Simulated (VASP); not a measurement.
# Si (a cell with a defect) in VASP: single point with LDA

Aim: the single point of Si (a cell with a defect) with LDA.

Program: VASP 6.6.1. These are calculated values, not measurements. Logs are shortened: lines on timing, memory, paths and dates and some standing lists are left out, and cuts for length are marked.

## Step 1: The cell of the first run

The cell holds a defect, 17 atoms: a = 7.679 Å, b = 7.679 Å, c = 7.679 Å, α = 60.00°, β = 60.00°, γ = 60.00°.

## Step 2: Single point, LDA

Contents of INCAR:

```
PREC     = Accurate       # precision mode
ENCUT    = 520            # plane-wave cutoff, eV
EDIFF    = 1E-6           # SCF threshold, eV
ISMEAR   = 0              # smearing method
SIGMA    = 0.05           # smearing width, eV
LREAL    = Auto         
LASPH    = True           # aspherical terms in the spheres
NELM     = 100            # most SCF steps
ALGO     = Normal         # electronic algorithm
ISIF     = 2              # what is computed and relaxed
LWAVE    = False          # write WAVECAR
LCHARG   = False          # write CHGCAR
NBANDS   = 48             # bands
```

Contents of KPOINTS:

```
regular mesh
0
Gamma
  2 2 2
```

Contents of POSCAR:

```
Si
1.0
    0.0000000000      5.4300000000      5.4300000000
    5.4300000000      0.0000000000      5.4300000000
    5.4300000000      5.4300000000      0.0000000000
Si
17
Direct
   -0.0158169429      0.0473786372     -0.0156508287
    0.1260615101      0.1330755064      0.1262228361
    0.0103776243     -0.0073520258      0.4986153775
    0.1260611418      0.1330729282      0.6149000000
    0.0090385820      0.5048719153      0.0092013812
    0.1094852670      0.6714802947      0.1096443831
    0.0090415285      0.5048702578      0.4771420810
    0.1484232044      0.6208075506      0.6155084715
    0.4984524862     -0.0073499079      0.0105399632
    0.6147342541      0.1330760589      0.1262230203
    0.4984536832     -0.0073516575      0.4986148250
    0.6410403315      0.0768097606      0.6412038674
    0.4769832413      0.5048721915      0.0092014733
    0.6153475138      0.6208119705      0.1485918969
    0.5156472376      0.4529864641      0.5158127993
    0.6153559853      0.6208088398      0.6155047882
    0.8117596685      0.5646390424      0.8119320442
```

Potentials or basis: VASP PAW LDA potentials, release 64 (Si).

Started as:

```
cat potpaw_LDA.64/Si/POTCAR > POTCAR
mpirun -np 1 vasp_std > vasp.out
```

OUTCAR:

```text
PREC = Accurate
   ENCUT = 520
   EDIFF = 1E-6
   ISMEAR = 0
   LREAL = Auto
   LASPH = True
   NELM = 100
   ISIF = 2

 ion  position               nearest neighbor table
   1  0.984  0.047  0.984-  10 2.33   2 2.33   4 2.33   6 2.36
   2  0.126  0.133  0.126-   1 2.33   5 2.33   9 2.34   3 2.34
   3  0.010  0.993  0.499-  12 2.33   8 2.33   2 2.34   4 2.34
   4  0.126  0.133  0.615-   1 2.33   7 2.33  11 2.34   3 2.34
   5  0.009  0.505  0.009-   6 2.32   2 2.33  17 2.39  14 2.47   8 2.47
   6  0.109  0.671  0.110-   7 2.32  13 2.32   5 2.32   1 2.36
   7  0.009  0.505  0.477-   6 2.32   4 2.33  17 2.39   8 2.47  16 2.47
   8  0.148  0.621  0.616-  15 2.32   3 2.33  17 2.39   7 2.47   5 2.47
   9  0.498  0.993  0.011-  12 2.33  14 2.33  10 2.34   2 2.34
  10  0.615  0.133  0.126-   1 2.33  13 2.33   9 2.34  11 2.34
  11  0.498  0.993  0.499-  12 2.33  16 2.33  10 2.34   4 2.34
  12  0.641  0.077  0.641-   9 2.33  11 2.33   3 2.33  15 2.36
  13  0.477  0.505  0.009-   6 2.32  10 2.33  17 2.39  14 2.47  16 2.47
  14  0.615  0.621  0.149-  15 2.32   9 2.33  17 2.39   5 2.47  13 2.47
  15  0.516  0.453  0.516-  14 2.32  16 2.32   8 2.32  12 2.36
  16  0.615  0.621  0.616-  15 2.32  11 2.33  17 2.39   7 2.47  13 2.47
  17  0.812  0.565  0.812-  13 2.39   5 2.39   7 2.39  16 2.39  14 2.39   8 2.39

  LATTYP: Found a face centered cubic cell.
 ALAT       =    10.8600000000

  Lattice vectors:

 A1 = (   0.0000000000,   5.4300000000,   5.4300000000)
 A2 = (   5.4300000000,   0.0000000000,   5.4300000000)
 A3 = (   5.4300000000,   5.4300000000,   0.0000000000)

Analysis of symmetry for initial positions (statically):
=====================================================================
 Subroutine PRICEL returns:
 Original cell was already a primitive cell.

 Routine SETGRP: Setting up the symmetry group for a
 face centered cubic supercell.

 Subroutine GETGRP returns: Found  2 space group operations
 (whereof  1 operations were pure point group operations)
 out of a pool of 48 trial point group operations.

The static configuration has the point symmetry C_1 .
 The point group associated with its full space group is C_1h.

Analysis of symmetry for dynamics (positions and initial velocities):
=====================================================================
 Subroutine PRICEL returns:
 Original cell was already a primitive cell.

 Routine SETGRP: Setting up the symmetry group for a
 face centered cubic supercell.

 Subroutine GETGRP returns: Found  2 space group operations
 (whereof  1 operations were pure point group operations)
 out of a pool of 48 trial point group operations.

The dynamic configuration has the point symmetry C_1 .
 The point group associated with its full space group is C_1h.

 Subroutine INISYM returns: Found  2 space group operations
 (whereof  1 operations are pure point group operations),
 and found     1 'primitive' translations

----------------------------------------------------------------------------------------

                                     Primitive cell

  volume of cell :     320.2060

  direct lattice vectors                    reciprocal lattice vectors
     0.000000000  5.430000000  5.430000000    -0.092081031  0.092081031  0.092081031
     5.430000000  0.000000000  5.430000000     0.092081031 -0.092081031  0.092081031
     5.430000000  5.430000000  0.000000000     0.092081031  0.092081031 -0.092081031

  length of vectors
     7.679179644  7.679179644  7.679179644     0.159489025  0.159489025  0.159489025

  position of ions in fractional coordinates (direct lattice)
     0.984183057  0.047378637  0.984349171
     0.126061510  0.133075506  0.126222836
     0.010377624  0.992647974  0.498615378
     0.126061142  0.133072928  0.614900000
     0.009038582  0.504871915  0.009201381
     0.109485267  0.671480295  0.109644383
[... 9 lines left out ...]
     0.615355985  0.620808840  0.615504788
     0.811759669  0.564639042  0.811932044

  ion indices of the primitive-cell ions
   primitive index   ion index
                 1           1
                 2           2
                 3           3
                 4           4
                 5           5
                 6           6
[... 9 lines left out ...]
                16          16
                17          17

----------------------------------------------------------------------------------------

 KPOINTS: regular mesh

Automatic generation of k-mesh.
 Grid dimensions read from file:
 generate k-points for:    2    2    2

 Generating k-lattice:

  Cartesian coordinates                     Fractional coordinates (reciprocal lattice)
    -0.046040516  0.046040516  0.046040516     0.500000000  0.000000000  0.000000000
     0.046040516 -0.046040516  0.046040516     0.000000000  0.500000000  0.000000000
     0.046040516  0.046040516 -0.046040516     0.000000000  0.000000000  0.500000000

  Length of vectors
     0.079744512  0.079744512  0.079744512

  Shift w.r.t. Gamma in fractional coordinates (k-lattice)
     0.000000000  0.000000000  0.000000000

 Subroutine IBZKPT returns following result:
 ===========================================

 Found      6 irreducible k-points:

 Following reciprocal coordinates:
            Coordinates               Weight
  0.000000  0.000000  0.000000      1.000000
  0.500000  0.000000  0.000000      2.000000
  0.000000  0.500000  0.000000      1.000000
  0.000000  0.000000  0.500000      1.000000
  0.500000  0.500000  0.000000      2.000000
  0.000000  0.500000  0.500000      1.000000
   k-points           NKPTS =      6   k-points in BZ     NKDIM =      6   number of bands    NBANDS=     48
   number of dos      NEDOS =    301   number of ions     NIONS =     17
   total plane-waves  NPLWV = 216000
   dimension x,y,z NGX =    60 NGY =   60 NGZ =   60
   dimension x,y,z NGXF=   120 NGYF=  120 NGZF=  120
   ions per type =              17
   NGX,Y,Z   is equivalent  to a cutoff of  12.99, 12.99, 12.99 a.u.
   NGXF,Y,Z  is equivalent  to a cutoff of  25.98, 25.98, 25.98 a.u.
 SYSTEM =  unknown system
   PREC   = accura    normal or accurate (medium, high low for compatibility)
   ISTART =      0    job   : 0-new  1-cont  2-samecut
   ICHARG =      2    charge: 1-file 2-atom 10-const
   ISPIN  =      1    spin polarized calculation?
   LNONCOLLINEAR =      F non collinear calculations
   LSORBIT =      F    spin-orbit coupling
   LASPH  =      T    aspherical Exc in radial PAW
   ENCUT  =  520.0 eV  38.22 Ry    6.18 a.u.  14.28 14.28 14.28*2*pi/ulx,y,z
   NELM   =    100;   NELMIN=  2; NELMDL= -5     # of ELM steps
   EDIFF  = 0.1E-05   stopping-criterion for ELM
   LREAL  =      T    real-space projection
   EDIFFG = 0.1E-04   stopping-criterion for IOM
   NSW    =      0    number of steps for IOM
   IBRION =     -1    ionic relax: 0-MD 1-quasi-New 2-CG
   NFREE  =      0    steps in history (QN), initial steepest desc. (CG)
   ISIF   =      2    stress and relaxation
   ISYM   =      2    0-nonsym 1-usesym 2-fastsym
   POTIM  = 0.5000    time-step for ionic-motion
   TEBEG  =    0.0;   TEEND  =   0.0 temperature during run
   PSTRESS=    0.0 pullay stress
   NELECT =      68.0000    total number of electrons
   NUPDOWN=      -1.0000    fix difference up-down
   EMIN   =  10.00;   EMAX   =-10.00  energy-range for DOS
   EFERMI =   0.00;   METHOD = LEGACY
   ISMEAR =     0;   SIGMA  =   0.05  broadening in eV -4-tet -1-fermi 0-gaus
   EFERMI_NEDOS =   21; number of points for ismear=-14 and -15
   IALGO  =     38    algorithm
   IMIX   =      4    mixing-type and parameters
     AMIX     =   0.40;   BMIX     =  1.00
     AMIX_MAG =   1.60;   BMIX_MAG =  1.00
  volume/ion in A,a.u.               =      18.84       127.11
  Fermi-wavevector in a.u.,A,eV,Ry     =   0.976715  1.845724 12.979587  0.953973
  Thomas-Fermi vector in A             =   2.107356
   LORBIT       =      0    0 simple, 1 ext, 2 COOP (PROOUT), +10 PAW based schemes
   GGA     = CA    functional components
   LHFCALC =     F    Hartree Fock is set to
   AEXX    =    0.0000 exact exchange contribution
   IVDW    =     0    specifies the selected vdW correction
   LEPSILON=     F    determine dielectric tensor
   LRPA    =     F    only Hartree local field effects (RPA)
 non-spin polarized calculation
 Gauss-broadening in eV      SIGMA  =   0.05
  energy-cutoff  :      520.00
  volume of cell :      320.21
 maximum number of plane-waves:      8646
 NGX is ok and might be reduce to    60
   NGX = 29   NGY = 29   NGZ = 29

 number of electron      68.0000001 magnetization

 Free energy of the ion-electron system (eV)
  ---------------------------------------------------
  ext. energy  EPLUGINS =         0.00000000
  ---------------------------------------------------
  free energy    TOTEN  =       -97.24484702 eV

  energy without entropy =      -97.23589993  energy(sigma->0) =      -97.24037348

 E-fermi :   6.6285     XC(G=0):  -9.8609

 val. band max:        6.3794269851   @ k =   0.5000   0.5000   0.0000
 cond. band min:       6.6349094552   @ k =   0.0000   0.0000   0.0000
 fundamental gap:      0.2554824701
 Fermi energy:         6.6285191996

 k-point     1 :       0.0000    0.0000    0.0000
  band No.  band energies     occupation
      1      -6.2715      2.00000
      2      -3.9676      2.00000
      3      -3.6797      2.00000
      4      -3.6796      2.00000
      5      -3.4441      2.00000
      6      -2.5877      2.00000
[... 38 lines left out ...]
     45       8.6882      0.00000
     46       8.7181      0.00000

 k-point     2 :       0.5000    0.0000    0.0000
  band No.  band energies     occupation
      1      -5.8012      2.00000
      2      -5.0480      2.00000
      3      -3.6922      2.00000
      4      -3.4886      2.00000
      5      -3.2320      2.00000
      6      -3.0743      2.00000
[... 188 lines left out ...]
 k-point     6 :       0.0000    0.5000    0.5000
  band No.  band energies     occupation
      1      -5.6730      2.00000
      2      -4.7594      2.00000
      3      -4.1106      2.00000
      4      -3.9298      2.00000
      5      -3.8463      2.00000
      6      -3.6847      2.00000
[... 38 lines left out ...]
     45      10.2850      0.00000
     46      10.3552      0.00000
 [bands above 46 left out]

------------------------ aborting loop because EDIFF is reached ----------------------------------------

  FORCE on cell =-STRESS in cart. coord.  units (eV):
  Direction    XX          YY          ZZ          XY          YZ          ZX
  --------------------------------------------------------------------------------------
  -------------------------------------------------------------------------------------
  Total        2.7720164      2.7727439      2.7727439      0.8992132      0.9003612     -0.8992131
  in kB       13.8700140     13.8736538     13.8736538      4.4992877      4.5050317     -4.4992872
  external PRESSURE =      13.8724406 kB  Pullay stress =       0.0000000 kB

 VOLUME and BASIS-vectors are now :
 -----------------------------------------------------------------------------
  energy-cutoff  :      520.00
  volume of cell :      320.21
      direct lattice vectors                 reciprocal lattice vectors
     0.000000000  5.430000000  5.430000000    -0.092081031  0.092081031  0.092081031
     5.430000000  0.000000000  5.430000000     0.092081031 -0.092081031  0.092081031
     5.430000000  5.430000000  0.000000000     0.092081031  0.092081031 -0.092081031

 POSITION                                       TOTAL-FORCE (eV/Angst)
 -----------------------------------------------------------------------------------
      5.60228     10.68913      5.60138         0.001650     -0.001703      0.001703
      1.40799      1.36990      1.40711         0.000259     -0.000271     -0.000127
      8.09756      2.76383      5.44643         0.000837     -0.000971      0.000752
      4.06149      4.02342      1.40710        -0.000032     -0.000337      0.000337
      2.79142      0.09904      2.79053        -0.000376     -0.002300     -0.000635
      4.24151      1.18987      4.24064         0.000500     -0.000523      0.000523
[... 9 lines left out ...]
      6.71318      6.68357      6.71238        -0.000808      0.000721     -0.000618
      7.47478      8.81665      7.47385         0.001284     -0.000743      0.000743
 -----------------------------------------------------------------------------------
    total drift:                               -0.007170      0.002607     -0.008257

  FREE ENERGIE OF THE ION-ELECTRON SYSTEM (eV)
  ---------------------------------------------------
  free  energy   TOTEN  =       -97.2448470231 eV

  energy  without entropy=      -97.2358999330  energy(sigma->0) =      -97.24037348
```

Wall time 1.7 min (1 thread of Intel Xeon 6975P-C (Granite Rapids), shared host); peak memory 0.36 GiB.

Results:

```
Free energy            : -97.2448 eV
Pressure               : 1.4 GPa
Largest force          : 0.006 eV/Å
Band gap on the k mesh : zero (bands 34 and 35 overlap by 0.03 eV)
```

Forces on the atoms (eV/Å):
```
Si   0.002 -0.002  0.002
Si   0.000  0.000  0.000
Si   0.001 -0.001  0.001
Si   0.000  0.000  0.000
Si   0.000 -0.002 -0.001
Si   0.001 -0.001  0.001
Si   0.002  0.001 -0.001
Si  -0.001  0.001 -0.001
Si   0.001  0.000  0.000
Si   0.000  0.000  0.000
Si   0.001 -0.001  0.001
Si  -0.004  0.003 -0.003
Si   0.000  0.001  0.002
Si  -0.001  0.000  0.000
Si  -0.001  0.001 -0.001
Si  -0.001  0.001 -0.001
Si   0.001 -0.001  0.001
```

Caveat: the k points lie up to 0.50 Å⁻¹ apart.
